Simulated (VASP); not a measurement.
# NaLa3 (Pm-3m) in VASP: further runs

Runs on NaLa3. Level: PBE. Tasks: single point.

Everything below comes from runs of VASP 6.6.1. Logs are shortened: lines on timing, memory, paths and dates and some standing lists are left out, and cuts for length are marked.

### 1 The cell of the first run

It takes space group Pm-3m (No. 221, cubic). The conventional cell has a = 5.221 Å, b = 5.221 Å, c = 5.221 Å, α = 90.00°, β = 90.00°, γ = 90.00°. Within 4.8 Å of La (site symmetry 4/mmm) lie 8 La at 3.69 Å and 4 Na at 3.69 Å. Na (site symmetry m-3m) has 12 La at 3.69 Å within 4.8 Å.

### 2 Single point, PBE

INCAR reads:

```
PREC = Accurate
ENCUT = 520
EDIFF = 1E-6
ISMEAR = -1
SIGMA = 0.05
LREAL = False
LASPH = True
NELM = 100
ALGO = Normal
ISIF = 2
LWAVE = False
LCHARG = False
GGA = PE
NBANDS = 28
```

KPOINTS reads:

```
regular mesh
0
Gamma
  5 5 5
```

POSCAR reads:

```
NaLa3
1.0
    5.2210088431      0.0000000000      0.0000000000
    0.0000000000      5.2210088431      0.0000000000
    0.0000000000      0.0000000000      5.2210088431
La Na
3 1
Direct
    0.5000000000      0.5000000000      0.0000000000
    0.0000000000      0.5000000000      0.5000000000
    0.5000000000      0.0000000000      0.5000000000
    0.0000000000      0.0000000000      0.0000000000
```

Potentials or basis: VASP PAW PBE potentials, release 64 (La, Na_pv).

The run is started by

```bash
$ cat potpaw_PBE.64/La/POTCAR potpaw_PBE.64/Na_pv/POTCAR > POTCAR
$ mpirun -np 1 vasp_std > vasp.out
```

OUTCAR:

```text
PREC = Accurate
   ENCUT = 520
   EDIFF = 1E-6
   ISMEAR = -1
   LREAL = False
   LASPH = True
   NELM = 100
   ISIF = 2
   GGA = PE

 ion  position               nearest neighbor table
   1  0.500  0.500  0.000-
   2  0.000  0.500  0.500-
   3  0.500  0.000  0.500-
   4  0.000  0.000  0.000-

  LATTYP: Found a simple cubic cell.
 ALAT       =     5.2210088431

  Lattice vectors:

 A1 = (   5.2210088431,   0.0000000000,   0.0000000000)
 A2 = (   0.0000000000,   5.2210088431,   0.0000000000)
 A3 = (   0.0000000000,   0.0000000000,   5.2210088431)

Analysis of symmetry for initial positions (statically):
=====================================================================
 Subroutine PRICEL returns:
 Original cell was already a primitive cell.

 Routine SETGRP: Setting up the symmetry group for a
 simple cubic supercell.

 Subroutine GETGRP returns: Found 48 space group operations
 (whereof 48 operations were pure point group operations)
 out of a pool of 48 trial point group operations.

The static configuration has the point symmetry O_h .

Analysis of symmetry for dynamics (positions and initial velocities):
=====================================================================
 Subroutine PRICEL returns:
 Original cell was already a primitive cell.

 Routine SETGRP: Setting up the symmetry group for a
 simple cubic supercell.

 Subroutine GETGRP returns: Found 48 space group operations
 (whereof 48 operations were pure point group operations)
 out of a pool of 48 trial point group operations.

The dynamic configuration has the point symmetry O_h .

 Subroutine INISYM returns: Found 48 space group operations
 (whereof 48 operations are pure point group operations),
 and found     1 'primitive' translations

----------------------------------------------------------------------------------------

                                     Primitive cell

  volume of cell :     142.3191

  direct lattice vectors                    reciprocal lattice vectors
     5.221008843  0.000000000  0.000000000     0.191533864  0.000000000  0.000000000
     0.000000000  5.221008843  0.000000000     0.000000000  0.191533864  0.000000000
     0.000000000  0.000000000  5.221008843     0.000000000  0.000000000  0.191533864

  length of vectors
     5.221008843  5.221008843  5.221008843     0.191533864  0.191533864  0.191533864

  position of ions in fractional coordinates (direct lattice)
     0.500000000  0.500000000  0.000000000
     0.000000000  0.500000000  0.500000000
     0.500000000  0.000000000  0.500000000
     0.000000000  0.000000000  0.000000000

  ion indices of the primitive-cell ions
   primitive index   ion index
                 1           1
                 2           2
                 3           3
                 4           4

----------------------------------------------------------------------------------------

 KPOINTS: regular mesh

Automatic generation of k-mesh.
 Grid dimensions read from file:
 generate k-points for:    5    5    5

 Generating k-lattice:

  Cartesian coordinates                     Fractional coordinates (reciprocal lattice)
     0.038306773  0.000000000  0.000000000     0.200000000  0.000000000  0.000000000
     0.000000000  0.038306773  0.000000000     0.000000000  0.200000000  0.000000000
     0.000000000  0.000000000  0.038306773     0.000000000  0.000000000  0.200000000

  Length of vectors
     0.038306773  0.038306773  0.038306773

  Shift w.r.t. Gamma in fractional coordinates (k-lattice)
     0.000000000  0.000000000  0.000000000

 Subroutine IBZKPT returns following result:
 ===========================================

 Found     10 irreducible k-points:

 Following reciprocal coordinates:
            Coordinates               Weight
  0.000000  0.000000  0.000000      1.000000
  0.200000  0.000000  0.000000      6.000000
  0.400000  0.000000  0.000000      6.000000
  0.200000  0.200000  0.000000     12.000000
  0.400000  0.200000  0.000000     24.000000
  0.400000  0.400000  0.000000     12.000000
  0.200000  0.200000  0.200000      8.000000
  0.400000  0.200000  0.200000     24.000000
  0.400000  0.400000  0.200000     24.000000
  0.400000  0.400000  0.400000      8.000000
   k-points           NKPTS =     10   k-points in BZ     NKDIM =     10   number of bands    NBANDS=     28
   number of dos      NEDOS =    301   number of ions     NIONS =      4
   total plane-waves  NPLWV =  64000
   dimension x,y,z NGX =    40 NGY =   40 NGZ =   40
   dimension x,y,z NGXF=    80 NGYF=   80 NGZF=   80
   ions per type =               3   1
   NGX,Y,Z   is equivalent  to a cutoff of  12.74, 12.74, 12.74 a.u.
   NGXF,Y,Z  is equivalent  to a cutoff of  25.47, 25.47, 25.47 a.u.
 SYSTEM =  unknown system
   PREC   = accura    normal or accurate (medium, high low for compatibility)
   ISTART =      0    job   : 0-new  1-cont  2-samecut
   ICHARG =      2    charge: 1-file 2-atom 10-const
   ISPIN  =      1    spin polarized calculation?
   LNONCOLLINEAR =      F non collinear calculations
   LSORBIT =      F    spin-orbit coupling
   LASPH  =      T    aspherical Exc in radial PAW
   ENCUT  =  520.0 eV  38.22 Ry    6.18 a.u.   9.71  9.71  9.71*2*pi/ulx,y,z
   NELM   =    100;   NELMIN=  2; NELMDL= -5     # of ELM steps
   EDIFF  = 0.1E-05   stopping-criterion for ELM
   LREAL  =      F    real-space projection
   EDIFFG = 0.1E-04   stopping-criterion for IOM
   NSW    =      0    number of steps for IOM
   IBRION =     -1    ionic relax: 0-MD 1-quasi-New 2-CG
   NFREE  =      0    steps in history (QN), initial steepest desc. (CG)
   ISIF   =      2    stress and relaxation
   ISYM   =      2    0-nonsym 1-usesym 2-fastsym
   POTIM  = 0.5000    time-step for ionic-motion
   TEBEG  =    0.0;   TEEND  =   0.0 temperature during run
   PSTRESS=    0.0 pullay stress
   NELECT =      40.0000    total number of electrons
   NUPDOWN=      -1.0000    fix difference up-down
   EMIN   =  10.00;   EMAX   =-10.00  energy-range for DOS
   EFERMI =   0.00;   METHOD = LEGACY
   ISMEAR =    -1;   SIGMA  =   0.05  broadening in eV -4-tet -1-fermi 0-gaus
   EFERMI_NEDOS =   21; number of points for ismear=-14 and -15
   IALGO  =     38    algorithm
   IMIX   =      4    mixing-type and parameters
     AMIX     =   0.40;   BMIX     =  1.00
     AMIX_MAG =   1.60;   BMIX_MAG =  1.00
  volume/ion in A,a.u.               =      35.58       240.10
  Fermi-wavevector in a.u.,A,eV,Ry     =   1.072359  2.026466 15.646086  1.149955
  Thomas-Fermi vector in A             =   2.208127
   LORBIT       =      0    0 simple, 1 ext, 2 COOP (PROOUT), +10 PAW based schemes
   GGA     = PE    functional components
   LHFCALC =     F    Hartree Fock is set to
   AEXX    =    0.0000 exact exchange contribution
   IVDW    =     0    specifies the selected vdW correction
   LEPSILON=     F    determine dielectric tensor
   LRPA    =     F    only Hartree local field effects (RPA)
 non-spin polarized calculation
  energy-cutoff  :      520.00
  volume of cell :      142.32
 maximum number of plane-waves:      3887
 NGX is ok and might be reduce to    40
   NGX = 19   NGY = 19   NGZ = 19

 number of electron      40.0000023 magnetization

 Free energy of the ion-electron system (eV)
  ---------------------------------------------------
  ext. energy  EPLUGINS =         0.00000000
  ---------------------------------------------------
  free energy    TOTEN  =       -15.08065864 eV

  energy without entropy =      -15.01883702  energy(sigma->0) =      -15.04974783

 E-fermi :   6.2491     XC(G=0):  -9.0445

 val. band max:        6.1548630500   @ k =   0.4000   0.2000   0.0000
 cond. band min:       6.2612666635   @ k =   0.2000   0.2000   0.2000
 fundamental gap:      0.1064036136
 Fermi energy:         6.2491323492

 k-point     1 :       0.0000    0.0000    0.0000
  band No.  band energies     occupation
      1     -26.7328      2.00000
      2     -26.5068      2.00000
      3     -26.5068      2.00000
      4     -17.3823      2.00000
      5     -17.3823      2.00000
      6     -17.3823      2.00000
[... 20 lines left out ...]
     27       7.9349      0.00000
     28       7.9534      0.00000

 k-point     2 :       0.2000    0.0000    0.0000
  band No.  band energies     occupation
      1     -26.7141      2.00000
      2     -26.5260      2.00000
      3     -26.5065      2.00000
      4     -17.3822      2.00000
      5     -17.3822      2.00000
      6     -17.3821      2.00000
[... 20 lines left out ...]
     27       7.8187      0.00000
     28       7.9486      0.00000

 k-point     3 :       0.4000    0.0000    0.0000
  band No.  band energies     occupation
      1     -26.6706      2.00000
      2     -26.5705      2.00000
      3     -26.5061      2.00000
      4     -17.3820      2.00000
      5     -17.3820      2.00000
      6     -17.3819      2.00000
[... 20 lines left out ...]
     27       7.6208      0.00000
     28       7.8557      0.00000

 k-point     4 :       0.2000    0.2000    0.0000
  band No.  band energies     occupation
      1     -26.6968      2.00000
      2     -26.5329      2.00000
      3     -26.5169      2.00000
      4     -17.3823      2.00000
      5     -17.3821      2.00000
      6     -17.3819      2.00000
[... 20 lines left out ...]
     27       7.8464      0.00000
     28       7.9154      0.00000

 k-point     5 :       0.4000    0.2000    0.0000
  band No.  band energies     occupation
      1     -26.6558      2.00000
      2     -26.5705      2.00000
      3     -26.5204      2.00000
      4     -17.3822      2.00000
      5     -17.3820      2.00000
      6     -17.3819      2.00000
[... 20 lines left out ...]
     27       7.6935      0.00000
     28       7.8260      0.00000

 k-point     6 :       0.4000    0.4000    0.0000
  band No.  band energies     occupation
      1     -26.6191      2.00000
      2     -26.5748      2.00000
      3     -26.5522      2.00000
      4     -17.3824      2.00000
      5     -17.3822      2.00000
      6     -17.3818      2.00000
[... 20 lines left out ...]
     27       7.7420      0.00000
     28       7.8464      0.00000

 k-point     7 :       0.2000    0.2000    0.2000
  band No.  band energies     occupation
      1     -26.6811      2.00000
      2     -26.5326      2.00000
      3     -26.5326      2.00000
      4     -17.3823      2.00000
      5     -17.3823      2.00000
      6     -17.3817      2.00000
[... 20 lines left out ...]
     27       7.8534      0.00000
     28       7.8723      0.00000

 k-point     8 :       0.4000    0.2000    0.2000
  band No.  band energies     occupation
      1     -26.6434      2.00000
      2     -26.5705      2.00000
      3     -26.5321      2.00000
      4     -17.3823      2.00000
      5     -17.3823      2.00000
      6     -17.3819      2.00000
[... 20 lines left out ...]
     27       7.7749      0.00000
     28       7.8380      0.00000

 k-point     9 :       0.4000    0.4000    0.2000
  band No.  band energies     occupation
      1     -26.6124      2.00000
      2     -26.5744      2.00000
      3     -26.5581      2.00000
      4     -17.3826      2.00000
      5     -17.3825      2.00000
      6     -17.3821      2.00000
[... 20 lines left out ...]
     27       7.8179      0.00000
     28       7.8849      0.00000

 k-point    10 :       0.4000    0.4000    0.4000
  band No.  band energies     occupation
      1     -26.5956      2.00000
      2     -26.5738      2.00000
      3     -26.5738      2.00000
      4     -17.3829      2.00000
      5     -17.3829      2.00000
      6     -17.3826      2.00000
[... 20 lines left out ...]
     27       7.7163      0.00000
     28       7.8870      0.00000

------------------------ aborting loop because EDIFF is reached ----------------------------------------

  FORCE on cell =-STRESS in cart. coord.  units (eV):
  Direction    XX          YY          ZZ          XY          YZ          ZX
  --------------------------------------------------------------------------------------
  -------------------------------------------------------------------------------------
  Total        0.6673385      0.6673385      0.6673385      0.0000000      0.0000000      0.0000000
  in kB        7.5126555      7.5126555      7.5126555      0.0000000      0.0000000      0.0000000
  external PRESSURE =       7.5126555 kB  Pullay stress =       0.0000000 kB

 VOLUME and BASIS-vectors are now :
 -----------------------------------------------------------------------------
  energy-cutoff  :      520.00
  volume of cell :      142.32
      direct lattice vectors                 reciprocal lattice vectors
     5.221008843  0.000000000  0.000000000     0.191533864  0.000000000  0.000000000
     0.000000000  5.221008843  0.000000000     0.000000000  0.191533864  0.000000000
     0.000000000  0.000000000  5.221008843     0.000000000  0.000000000  0.191533864

 POSITION                                       TOTAL-FORCE (eV/Angst)
 -----------------------------------------------------------------------------------
      2.61050      2.61050      0.00000         0.000000      0.000000      0.000000
      0.00000      2.61050      2.61050         0.000000      0.000000      0.000000
      2.61050      0.00000      2.61050         0.000000      0.000000      0.000000
      0.00000      0.00000      0.00000         0.000000      0.000000      0.000000
 -----------------------------------------------------------------------------------
    total drift:                                0.000000     -0.000000     -0.000000

  FREE ENERGIE OF THE ION-ELECTRON SYSTEM (eV)
  ---------------------------------------------------
  free  energy   TOTEN  =       -15.0806586374 eV

  energy  without entropy=      -15.0188370171  energy(sigma->0) =      -15.04974783
```

Run time: 51 s. Hardware: 1 thread of Intel Xeon Platinum 8259CL at 2.50GHz (Skylake/Cascade Lake), shared host; peak memory 0.26 GiB.

Results:

```
Free energy            : -15.0807 eV
Pressure               : 0.8 GPa
Band gap on the k mesh : zero (bands 20 and 21 overlap by 1.41 eV)
```

Caveat: spin-orbit coupling is left out, which moves the levels of the heavy elements.

### 3 Single point, PBE

This run uses another cell than the first one, of 36.31 Å³/atom.

INCAR reads:

```
SYSTEM = NaLa3
PREC = Accurate
ENCUT = 520
EDIFF = 1E-6
ISMEAR = -1
SIGMA = 0.05
LREAL = .FALSE.
LASPH = .TRUE.
NELM = 80
ALGO = Fast
ISIF = 2
LWAVE = .FALSE.
LCHARG = .FALSE.
GGA = PE
NBANDS = 28
```

KPOINTS reads:

```
Automatic mesh
0
G
  5 5 5
  0 0 0
```

POSCAR reads:

```
NaLa3
1.0
    5.2562870000      0.0000000000      0.0000000000
    0.0000000000      5.2562870000      0.0000000000
    0.0000000000      0.0000000000      5.2562870000
La Na
3 1
Direct
    0.5000000000      0.5000000000      0.0000000000
    0.0000000000      0.5000000000      0.5000000000
    0.5000000000      0.0000000000      0.5000000000
    0.0000000000      0.0000000000      0.0000000000
```

Potentials or basis: VASP PAW PBE potentials, release 64 (La, Na_pv).

The run is started by

```bash
$ cat potpaw_PBE.64/La/POTCAR potpaw_PBE.64/Na_pv/POTCAR > POTCAR
$ mpirun -np 1 vasp_std > vasp.out
```

It took 2.7 min on 1 thread of Intel Xeon Platinum 8259CL at 2.50GHz (Skylake/Cascade Lake), shared host; peak memory 0.26 GiB.

Results (log left out):

```yaml
Free_energy: -15.0900 eV
Pressure: 0.2 GPa
Band_gap_on_the_k_mesh: zero (bands 20 and 21 overlap by 1.37 eV)
```

Levels at points of the mesh, in eV from the Fermi level:
```csv
k point,band 17,band 18,band 19,band 20,band 21,band 22,band 23,band 24
"(0.00, 0.00, 0.00)",-2.11,-0.87,-0.87,-0.71,-0.71,-0.71,1.35,1.50
```

Caveat: spin-orbit coupling is left out, which moves the levels of the heavy elements.

### 4 Single point, PBE

This run uses another cell than the first one, of 37.03 Å³/atom.

INCAR reads:

```
SYSTEM = NaLa3
  PREC = Accurate
  ENCUT = 520
  EDIFF = 1E-6
  ISMEAR = -1
  SIGMA = 0.05
  LREAL = .FALSE.
  LASPH = .TRUE.
  NELM = 80
  ALGO = Normal
  ISIF = 2
  LWAVE = .FALSE.
  LCHARG = .FALSE.
  GGA = PE
  NBANDS = 28
```

KPOINTS is that of step 3.

POSCAR reads:

```
NaLa3
1.0
    5.2910978622      0.0000000000      0.0000000000
    0.0000000000      5.2910978622      0.0000000000
    0.0000000000      0.0000000000      5.2910978622
La Na
3 1
Direct
    0.5000000000      0.5000000000      0.0000000000
    0.0000000000      0.5000000000      0.5000000000
    0.5000000000      0.0000000000      0.5000000000
    0.0000000000      0.0000000000      0.0000000000
```

The run is started by

```bash
$ cat potpaw_PBE.64/La/POTCAR potpaw_PBE.64/Na_pv/POTCAR > POTCAR
$ mpirun -np 1 vasp_std > vasp.out
```

Wall time 56 s (1 thread of Intel Xeon Platinum 8259CL at 2.50GHz (Skylake/Cascade Lake), shared host); peak memory 0.25 GiB.

It converged, with:

```yaml
Free_energy: -15.0905 eV
Pressure: -0.2 GPa
Band_gap_on_the_k_mesh: zero (bands 20 and 21 overlap by 1.33 eV)
```

Levels at points of the mesh, in eV from the Fermi level:
```csv
k point,band 16,band 17,band 18,band 19,band 20,band 21,band 22,band 23,band 24,band 25
"(0.00, 0.00, 0.00)",-3.23,-2.05,-0.85,-0.85,-0.68,-0.68,-0.68,1.31,1.45,1.45
```

Caveat: spin-orbit coupling is left out, which moves the levels of the heavy elements.

### 5 The runs side by side

```tsv
cell	gap on the mesh (eV)	pressure (GPa)
a = 5.221 Å, 4 atoms	none	0.8
a = 5.256 Å, 4 atoms	none	0.2
a = 5.291 Å, 4 atoms	none	-0.2
```

Alike in all rows: task single point; level PBE; potentials or basis VASP PAW PBE potentials, release 64 (La, Na_pv); no spin polarisation; k mesh 5 × 5 × 5; cutoff (eV) 520; smearing fermi-dirac 0.05 eV.

Caveats: spin-orbit coupling is left out, which moves the levels of the heavy elements.

Absolute energies hang on the potentials; compare differences alone.

The gap in the log of VASP goes by the Fermi energy; the results here count the filled bands.